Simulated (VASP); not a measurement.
C: single point with PBEsol+D3(BJ)

C:

```
C
1.0
    -2.45766    0.00000    0.00000
     0.00000    0.00000   -3.52948
     0.00000   -4.25679    0.00000
C
4
Direct
  0.50000 0.00000 0.18076
  0.00000 0.00000 0.67371
  0.00000 0.00000 0.31924
  0.50000 0.00000 0.82629
```

This cell differs from its parent crystal: mode 8 frozen in at -0.015 Å and mode 12 at -0.045 Å (largest displacements).

```
Program             : VASP 6.6.1
Task                : single point
Functional          : PBEsol
Dispersion          : D3(BJ)
Potentials or basis : VASP PAW PBE potentials, release 64 (C)
Cutoff              : 600 eV
k mesh              : 18 × 12 × 10
Occupations         : gaussian, width 0.15 eV
Spin                : no spin polarisation
```

```json
{
  "Pressure": "3.6 GPa",
  "Largest force": "5.608 eV/Å",
  "Band gap on the k mesh": "zero (band 8 reaches 4.38 eV, above the bottom of band 9 at 4.08 eV)",
  "Dispersion energy per atom": "-0.105 eV"
}
```

Forces on the atoms (eV/Å):
```
C    0.000  5.608  0.000
C    0.000  3.201  0.000
C    0.000 -5.608  0.000
C    0.000 -3.201  0.000
```

Stress tensor (GPa, compression positive):
```
15.23  0.00  0.00
 0.00 -4.02  0.00
 0.00  0.00 -0.37
```

Levels at points of the mesh, in eV from the Fermi level:
```tsv
k point	band 4	band 5	band 6	band 7	band 8	band 9	band 10	band 11	band 12	band 13
(0.00, 0.00, 0.00)	-7.11	-6.89	-4.23	-2.42	-1.51	3.57	3.70	6.55	7.19	10.14
(0.50, 0.00, 0.00)	-11.06	-8.29	-8.29	-1.86	-1.86	2.82	2.82	9.12	9.12	11.14
(0.00, 0.50, 0.00)	-8.43	-7.08	-4.21	-3.43	-1.48	1.95	6.62	7.45	9.20	10.22
(0.50, 0.50, 0.00)	-10.96	-8.21	-8.21	-3.14	-3.14	1.96	1.96	10.63	10.63	11.70
(0.00, 0.00, 0.50)	-6.56	-6.24	-5.50	-5.42	-5.14	5.50	5.54	7.43	7.73	8.00
(0.50, 0.00, 0.50)	-13.62	-5.98	-5.98	-1.48	-1.48	1.90	1.90	7.14	7.14	10.86
(0.00, 0.50, 0.50)	-6.83	-6.59	-6.48	-6.22	-5.47	7.10	7.52	7.52	7.84	10.69
(0.50, 0.50, 0.50)	-13.50	-5.94	-5.94	-2.60	-2.60	0.56	0.56	7.41	7.41	13.16
```

It took 110 s on 1 thread of Intel(R) Xeon(R) 6975P-C (Granite Rapids) (shared host), peak memory 0.33 GiB.

Caveat: the cell differs from its parent crystal (mode 8 frozen in at -0.015 Å and mode 12 at -0.045 Å (largest displacements)); the PAW data sets were made with another functional, which shifts forces and pressure a little.
